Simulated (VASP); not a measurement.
Runs of VASP 6.6.1 on KBr. The structure is that of space group Pm-3m (No. 221), or close to it. The cells are those of the table. 

```csv
cell,gap on the mesh (eV),pressure (GPa)
"a = 3.976 Å, 2 atoms",4.02,0.9
"a = 3.909 Å, 2 atoms",4.20,2.1
"a = 4.105 Å, 2 atoms",(c),(a)
"a = 4.042 Å, 2 atoms",(b),0.0
"a = 3.839 Å, 2 atoms",4.40,3.6
```

Alike in all rows: task single point; level PBE; potentials or basis VASP PAW PBE potentials, release 64 (K_sv, Br); no spin polarisation; k mesh 4 × 4 × 4; cutoff (eV) 500; smearing gaussian 0.01 eV.

Task: Estimate the missing entries.

Result: (a) -0.6; (b) 3.86; (c) 3.73.

A k mesh can miss the band edges, and the runs leave out spin-orbit coupling on Br.
